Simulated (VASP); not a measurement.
# SiO2 (P4_122) in VASP: vibrations by perturbation theory with PBE

Aim: the vibrations by perturbation theory of SiO2 with PBE.

Everything below comes from runs of VASP 6.6.1. Logs are shortened: lines on timing, memory, paths and dates and some standing lists are left out, and cuts for length are marked.

### 1 The cell of the first run

Symmetry: P4_122, No. 91, tetragonal system. Conventional cell: a = 6.094 Å, b = 6.094 Å, c = 4.768 Å, α = 90.00°, β = 90.00°, γ = 90.00°. Within 2.2 Å of Si (site symmetry 2) lie 4 O at 1.62 to 1.63 Å. O (site symmetry 2) has 2 Si at 1.63 Å within 2.2 Å. Within 2.2 Å of O (site symmetry 2) lie 2 Si at 1.62 Å.

### 2 Vibrations by perturbation theory, PBE

INCAR

```
PREC = Accurate
ENCUT = 520
EDIFF = 1E-8
ISMEAR = 0
SIGMA = 0.01
LREAL = F
LASPH = T
NELM = 80
ALGO = Normal
ISIF = 2
LWAVE = F
LCHARG = T
GGA = PE
NBANDS = 44
IBRION = 8
NSW = 1
LEPSILON = T
KPAR = 4
```

KPOINTS

```
Automatic mesh
0
Gamma
  4 4 6
```

POSCAR

```
SiO2
1.0
    6.0935015073      0.0000000000      0.0000000000
    0.0000000000      6.0935015073      0.0000000000
    0.0000000000      0.0000000000      4.7680832795
Si O
4 8
Direct
    0.3466618866      0.0000000000      0.7500000000
    0.6533381134      0.0000000000      0.2500000000
    0.0000000000      0.3466618866      0.0000000000
    0.0000000000      0.6533381134      0.5000000000
    0.5000000000      0.0991764058      0.5000000000
    0.5000000000      0.9008235942      0.0000000000
    0.1962622671      0.1962622671      0.8750000000
    0.1962622671      0.8037377329      0.6250000000
    0.8037377329      0.1962622671      0.1250000000
    0.8037377329      0.8037377329      0.3750000000
    0.9008235942      0.5000000000      0.7500000000
    0.0991764058      0.5000000000      0.2500000000
```

Potentials or basis: VASP PAW PBE potentials, release 64 (Si, O).

Launch:

```console
> cat potpaw_PBE.64/Si/POTCAR potpaw_PBE.64/O/POTCAR > POTCAR
> mpirun -np 4 vasp_std > vasp.out
```

OUTCAR:

```text
PREC = Accurate
   ENCUT = 520
   EDIFF = 1E-8
   ISMEAR = 0
   LREAL = F
   LASPH = T
   NELM = 80
   ISIF = 2
   GGA = PE
   IBRION = 8
   NSW = 1
   LEPSILON = T

 ion  position               nearest neighbor table
   1  0.347  0.000  0.750-   7 1.62   8 1.62   5 1.63   6 1.63   2 3.03   2 3.03
   2  0.653  0.000  0.250-   9 1.62  10 1.62   5 1.63   6 1.63   1 3.03   1 3.03
   3  0.000  0.347  0.000-   7 1.62   9 1.62  11 1.63  12 1.63   4 3.03   4 3.03
   4  0.000  0.653  0.500-   8 1.62  10 1.62  11 1.63  12 1.63   3 3.03   3 3.03
   5  0.500  0.099  0.500-   1 1.63   2 1.63
   6  0.500  0.901  0.000-   1 1.63   2 1.63
   7  0.196  0.196  0.875-   1 1.62   3 1.62
   8  0.196  0.804  0.625-   1 1.62   4 1.62
   9  0.804  0.196  0.125-   2 1.62   3 1.62
  10  0.804  0.804  0.375-   2 1.62   4 1.62
  11  0.901  0.500  0.750-   3 1.63   4 1.63
  12  0.099  0.500  0.250-   3 1.63   4 1.63

  LATTYP: Found a simple tetragonal cell.
 ALAT       =     6.0935015073
 C/A-ratio  =     0.7824866005

  Lattice vectors:

 A1 = (   6.0935015073,   0.0000000000,   0.0000000000)
 A2 = (   0.0000000000,   6.0935015073,   0.0000000000)
 A3 = (   0.0000000000,   0.0000000000,   4.7680832795)

Analysis of symmetry for initial positions (statically):
=====================================================================
[... 1520 lines left out ...]
  3Y    -1.269041    4.807566    1.993028    1.269041    4.807566   -1.993028    0.000000  -46.139813    0.000000    0.000000    6.996367    0.000000    0.000000   -0.976634    0.000000    0.000000   -1.440331    0.000000   -9.305804    9.607206    4.367554   -1.519473   -3.181495   -0.742737    9.305804    9.607206   -4.367554    1.519473   -3.181495    0.742737   -4.228231    9.546929   -9.356914    4.228231    9.546929    9.356914
  3Z    -2.005488    1.729585    1.075199   -2.005488   -1.729585    1.075199    1.861355    0.000000  -43.865542   -1.573275    0.000000    9.714208    0.569614    0.000000   -0.751564    1.225702    0.000000    0.605218   -5.642264    4.178243    5.098445    0.529160   -0.046655   -1.220376   -5.642264   -4.178243    5.098445    0.529160    0.046655   -1.220376    6.076893   -8.367034   12.195571    6.076893    8.367034   12.195571
  4X     4.811725    3.564868    1.729490    4.811725   -3.564868    1.729490   -3.508953    0.000000   -1.565791  -43.801750    0.000000   -1.869797   -2.426213    0.000000    0.759610   -2.313258    0.000000   -1.319677    0.762145   -1.456679   -0.461108   14.081888    8.730573    5.804319    0.762145    1.456679   -0.461108   14.081888   -8.730573    5.804319    6.369330    4.228553   -5.074874    6.369330   -4.228553   -5.074874
  4Y     1.269041    4.807566    1.993028   -1.269041    4.807566   -1.993028    0.000000    6.996367    0.000000    0.000000  -46.139813    0.000000    0.000000   -1.440331    0.000000    0.000000   -0.976634    0.000000    1.519473   -3.181495   -0.742737    9.305804    9.607206    4.367554   -1.519473   -3.181495    0.742737   -9.305804    9.607206   -4.367554    4.228231    9.546929   -9.356914   -4.228231    9.546929    9.356914
  4Z     2.005488    1.729585    1.075199    2.005488   -1.729585    1.075199    1.573275    0.000000    9.714208   -1.861355    0.000000  -43.865542   -1.225702    0.000000    0.605218   -0.569614    0.000000   -0.751564   -0.529160   -0.046655   -1.220376    5.642264    4.178243    5.098445   -0.529160    0.046655   -1.220376    5.642264   -4.178243    5.098445   -6.076893   -8.367034   12.195571   -6.076893    8.367034   12.195571
  5X     9.547398    4.223438   -8.368897    9.547398   -4.223438   -8.368897   -2.300289    0.000000    0.592999   -2.403634    0.000000   -1.246030  -23.600741    0.000000   22.816000   -1.323518    0.000000   -0.568190    2.244703   -0.980661   -2.041947    2.366088    2.431753   -0.361436    2.244703    0.980661   -2.041947    2.366088   -2.431753   -0.361436    0.655902    0.252624   -0.025110    0.655902   -0.252624   -0.025110
  5Y     4.124669    6.342978   -6.011814   -4.124669    6.342978    6.011814    0.000000   -0.886542    0.000000    0.000000   -1.549287    0.000000    0.000000  -12.605256    0.000000    0.000000   -0.645419    0.000000   -0.834303   -0.173781    0.756911    1.795451    1.008213   -0.401999    0.834303   -0.173781   -0.756911   -1.795451    1.008213    0.401999    0.173141    0.665842   -0.221074   -0.173141    0.665842    0.221074
  5Z    -9.372545   -5.078168   12.188367   -9.372545    5.078168   12.188367    1.327358    0.000000   -0.759665    0.774254    0.000000    0.607534   22.817636    0.000000  -34.298260    0.570909    0.000000    6.887404   -2.290583    0.828340    1.859325   -0.858491   -0.820787   -0.301261   -2.290583   -0.828340    1.859325   -0.858491    0.820787   -0.301261   -0.223460   -0.025737    0.035062   -0.223460    0.025737    0.035062
  6X     9.547398   -4.223438    8.368897    9.547398    4.223438    8.368897   -2.403634    0.000000    1.246030   -2.300289    0.000000   -0.592999   -1.323518    0.000000    0.568190  -23.600741    0.000000  -22.816000    2.366088   -2.431753    0.361436    2.244703    0.980661    2.041947    2.366088    2.431753    0.361436    2.244703   -0.980661    2.041947    0.655902   -0.252624    0.025110    0.655902    0.252624    0.025110
  6Y    -4.124669    6.342978   -6.011814    4.124669    6.342978    6.011814    0.000000   -1.549287   -0.000000    0.000000   -0.886542   -0.000000    0.000000   -0.645419   -0.000000    0.000000  -12.605256   -0.000000   -1.795451    1.008213   -0.401999    0.834303   -0.173781    0.756911    1.795451    1.008213    0.401999   -0.834303   -0.173781   -0.756911   -0.173141    0.665842   -0.221074    0.173141    0.665842    0.221074
[... 5 lines left out ...]
  8Y     9.302254   14.085814    5.630957   -1.533236    0.769008    0.536333    1.458127   -3.181194   -0.055435    8.732916    9.613341    4.189153    2.433977    0.973027   -0.820797    0.982629   -0.138850    0.825188   -0.960816    3.701426    1.966284  -24.514298  -30.012491  -13.799811    0.499566    0.783578   -0.273980    0.960918   -1.210165    0.368162    1.765070    2.368668   -0.859556    0.872892    2.247837    2.293502
  8Z     4.369950    5.806820    5.088091   -0.752452    0.463912   -1.223107    0.463912   -0.752452   -1.223107    5.806820    4.369950    5.088091   -0.362706   -0.408948   -0.301136    2.041701    0.769470    1.857549   -0.373385    1.964766    0.607263  -13.799220  -13.799220  -12.312818    0.280093    0.280093    0.255499    1.964766   -0.373385    0.607263   -0.408948   -0.362706   -0.301136    0.769470    2.041701    1.857549
  9X    -3.181194    1.458127    0.055435    9.613341    8.732916   -4.189153   14.085814    9.302254   -5.630957    0.769008   -1.533236   -0.536333    2.247837    0.872892   -2.293502    2.368668    1.765070    0.859556    3.701426   -0.960816   -1.966284    0.783578    0.499566    0.273980  -30.012491  -24.514298   13.799811   -1.210165    0.960918   -0.368162   -0.138850    0.982629   -0.825188    0.973027    2.433977    0.820797
  9Y    -1.533236    0.769008   -0.536333    9.302254   14.085814   -5.630957    8.732916    9.613341   -4.189153    1.458127   -3.181194    0.055435    0.982629   -0.138850   -0.825188    2.433977    0.973027    0.820797    0.960918   -1.210165   -0.368162    0.499566    0.783578    0.273980  -24.514298  -30.012491   13.799811   -0.960816    3.701426   -1.966284    0.872892    2.247837   -2.293502    1.765070    2.368668    0.859556
  9Z     0.752452   -0.463912   -1.223107   -4.369950   -5.806820    5.088091   -5.806820   -4.369950    5.088091   -0.463912    0.752452   -1.223107   -2.041701   -0.769470    1.857549    0.362706    0.408948   -0.301136   -1.964766    0.373385    0.607263   -0.280093   -0.280093    0.255499   13.799220   13.799220  -12.312818    0.373385   -1.964766    0.607263   -0.769470   -2.041701    1.857549    0.408948    0.362706   -0.301136
 10X    -3.181194   -1.458127   -0.055435    9.613341   -8.732916    4.189153    0.769008    1.533236    0.536333   14.085814   -9.302254    5.630957    2.368668   -1.765070   -0.859556    2.247837   -0.872892    2.293502    0.783578   -0.499566   -0.273980    3.701426    0.960816    1.966284   -1.210165   -0.960918    0.368162  -30.012491   24.514298  -13.799811   -0.138850   -0.982629    0.825188    0.973027   -2.433977   -0.820797
 10Y     1.533236    0.769008   -0.536333   -9.302254   14.085814   -5.630957   -1.458127   -3.181194    0.055435   -8.732916    9.613341   -4.189153   -2.433977    0.973027    0.820797   -0.982629   -0.138850   -0.825188   -0.499566    0.783578    0.273980   -0.960918   -1.210165   -0.368162    0.960816    3.701426   -1.966284   24.514298  -30.012491   13.799811   -0.872892    2.247837   -2.293502   -1.765070    2.368668    0.859556
 10Z    -0.752452   -0.463912   -1.223107    4.369950   -5.806820    5.088091    0.463912    0.752452   -1.223107    5.806820   -4.369950    5.088091   -0.362706    0.408948   -0.301136    2.041701   -0.769470    1.857549    0.280093   -0.280093    0.255499    1.964766    0.373385    0.607263   -0.373385   -1.964766    0.607263  -13.799220   13.799220  -12.312818    0.769470   -2.041701    1.857549   -0.408948    0.362706   -0.301136
 11X    -1.549287   -0.000000   -0.000000   -0.886542   -0.000000   -0.000000    6.342978   -4.124669    6.011814    6.342978    4.124669   -6.011814    0.665842    0.173141   -0.221074    0.665842   -0.173141    0.221074    1.008213   -1.795451    0.401999    1.008213    1.795451   -0.401999   -0.173781    0.834303   -0.756911   -0.173781   -0.834303    0.756911  -12.605256   -0.000000   -0.000000   -0.645419   -0.000000   -0.000000
 11Y     0.000000   -2.403634   -1.246030    0.000000   -2.300289    0.592999   -4.223438    9.547398   -8.368897    4.223438    9.547398   -8.368897    0.252624    0.655902   -0.025110   -0.252624    0.655902   -0.025110   -2.431753    2.366088   -0.361436    2.431753    2.366088   -0.361436    0.980661    2.244703   -2.041947   -0.980661    2.244703   -2.041947    0.000000  -23.600741   22.816000    0.000000   -1.323518   -0.568190
 11Z     0.000000    0.774254    0.607534    0.000000    1.327358   -0.759665    5.078168   -9.372545   12.188367   -5.078168   -9.372545   12.188367   -0.025737   -0.223460    0.035062    0.025737   -0.223460    0.035062    0.820787   -0.858491   -0.301261   -0.820787   -0.858491   -0.301261   -0.828340   -2.290583    1.859325    0.828340   -2.290583    1.859325    0.000000   22.817636  -34.298260    0.000000    0.570909    6.887404
 12X    -0.886542   -0.000000    0.000000   -1.549287   -0.000000    0.000000    6.342978    4.124669    6.011814    6.342978   -4.124669   -6.011814    0.665842   -0.173141   -0.221074    0.665842    0.173141    0.221074   -0.173781   -0.834303   -0.756911   -0.173781    0.834303    0.756911    1.008213    1.795451    0.401999    1.008213   -1.795451   -0.401999   -0.645419   -0.000000    0.000000  -12.605256   -0.000000    0.000000
 12Y     0.000000   -2.300289   -0.592999    0.000000   -2.403634    1.246030    4.223438    9.547398    8.368897   -4.223438    9.547398    8.368897   -0.252624    0.655902    0.025110    0.252624    0.655902    0.025110   -0.980661    2.244703    2.041947    0.980661    2.244703    2.041947    2.431753    2.366088    0.361436   -2.431753    2.366088    0.361436    0.000000   -1.323518    0.568190    0.000000  -23.600741  -22.816000
 12Z     0.000000   -1.327358   -0.759665    0.000000   -0.774254    0.607534    5.078168    9.372545   12.188367   -5.078168    9.372545   12.188367   -0.025737    0.223460    0.035062    0.025737    0.223460    0.035062   -0.828340    2.290583    1.859325    0.828340    2.290583    1.859325    0.820787    0.858491   -0.301261   -0.820787    0.858491   -0.301261    0.000000   -0.570909    6.887404    0.000000  -22.817636  -34.298260

 Eigenvectors and eigenvalues of the dynamical matrix
   1 f  =   35.887971 THz   225.490770 2PiTHz 1197.093846 cm-1   148.420654 meV
   2 f  =   34.391327 THz   216.087079 2PiTHz 1147.171181 cm-1   142.231035 meV
   3 f  =   34.391327 THz   216.087079 2PiTHz 1147.171181 cm-1   142.231035 meV
   4 f  =   32.535098 THz   204.424051 2PiTHz 1085.254061 cm-1   134.554294 meV
   5 f  =   31.262552 THz   196.428409 2PiTHz 1042.806498 cm-1   129.291469 meV
   6 f  =   31.262552 THz   196.428409 2PiTHz 1042.806498 cm-1   129.291469 meV
[... 25 lines left out ...]
  32 f  =    1.995930 THz    12.540798 2PiTHz   66.577057 cm-1     8.254499 meV
  33 f  =    1.021854 THz     6.420498 2PiTHz   34.085380 cm-1     4.226047 meV
  34 f/i=    0.017505 THz     0.109987 2PiTHz    0.583903 cm-1     0.072395 meV
  35 f/i=    0.017505 THz     0.109987 2PiTHz    0.583903 cm-1     0.072395 meV
  36 f/i=    0.021143 THz     0.132847 2PiTHz    0.705262 cm-1     0.087441 meV

 MACROSCOPIC STATIC DIELECTRIC TENSOR IONIC CONTRIBUTION
 ------------------------------------------------------
           1.859000     0.000000    -0.000000
           0.000000     1.859000    -0.000000
          -0.000000    -0.000000     2.174075
 ------------------------------------------------------

 ELASTIC MODULI CONTR FROM IONIC RELAXATION (kBar)
 Direction    XX          YY          ZZ          XY          YZ          ZX
 --------------------------------------------------------------------------------
 XX        -859.2306   -625.4952   -344.8579     -0.0000      0.0000     -0.0000
 YY        -625.4952   -859.2306   -344.8579     -0.0000      0.0000      0.0000
 ZZ        -344.8579   -344.8579   -871.3554      0.0000      0.0000     -0.0000
 XY           0.0000      0.0000      0.0000  -1757.5441      0.0000     -0.0000
 YZ          -0.0000      0.0000      0.0000      0.0000   -743.7041      0.0000
 ZX          -0.0000     -0.0000     -0.0000     -0.0000      0.0000   -747.3270
 --------------------------------------------------------------------------------

 PIEZOELECTRIC TENSOR IONIC CONTR  for field in x, y, z        (C/m^2)
          XX          YY          ZZ          XY          YZ          ZX
  --------------------------------------------------------------------------------
  x     0.00000     0.00000     0.00000     0.00000    -0.10475     0.00000
  y     0.00000    -0.00000     0.00000     0.00000     0.00000     0.10192
  z     0.00000     0.00000     0.00000    -0.00086    -0.00000    -0.00000
```

Run time: 17 min. Hardware: 4 MPI ranks of Intel Xeon 6975P-C (Granite Rapids), shared host; peak memory 1 GiB.

Results:

* Electronic dielectric tensor (diagonal): 2.26, 2.26, 2.31
* Born charges (mean of the diagonal): Si +3.35; O -1.63, -1.71 (each value once) e
* Highest phonon frequency at Γ, LO-TO splitting left out: 1197 cm⁻¹

Phonon frequencies in cm⁻¹ (negative: imaginary):
```tsv
q point	frequencies
(0.000, 0.000, 0.000)	-1 -1 -1 34 67 154 166 191 191 310 326 326 339 339 357 381 404 410 418 430 430 591 663 663 721 760 791 791 1020 1020 1043 1043 1085 1147 1147 1197
```

Electronic dielectric tensor:
```
2.26 0.00 0.00
0.00 2.26 0.00
0.00 0.00 2.31
```

Born effective charge tensors (e):
atom 1, Si
```
3.63 0.00 0.00
0.00 2.96 0.50
0.00 0.09 3.46
```
atom 2, Si
```
 3.63  0.00  0.00
 0.00  2.96 -0.50
 0.00 -0.09  3.46
```
atom 3, Si
```
 2.96  0.00 -0.50
 0.00  3.63  0.00
-0.09  0.00  3.46
```
atom 4, Si
```
2.96 0.00 0.50
0.00 3.63 0.00
0.09 0.00 3.46
```
atom 5, O
```
-1.77  0.00  0.80
 0.00 -0.99  0.00
 0.80  0.00 -2.14
```
atom 6, O
```
-1.77  0.00 -0.80
 0.00 -0.99  0.00
-0.80  0.00 -2.14
```
atom 7, O
```
-1.91  0.92  0.50
 0.92 -1.91 -0.50
 0.45 -0.45 -1.32
```
atom 8, O
```
-1.91 -0.92 -0.50
-0.92 -1.91 -0.50
-0.45 -0.45 -1.32
```
atom 9, O
```
-1.91 -0.92  0.50
-0.92 -1.91  0.50
 0.45  0.45 -1.32
```
atom 10, O
```
-1.91  0.92 -0.50
 0.92 -1.91  0.50
-0.45  0.45 -1.32
```
atom 11, O
```
-0.99  0.00  0.00
 0.00 -1.77  0.80
 0.00  0.80 -2.14
```
atom 12, O
```
-0.99  0.00  0.00
 0.00 -1.77 -0.80
 0.00 -0.80 -2.14
```
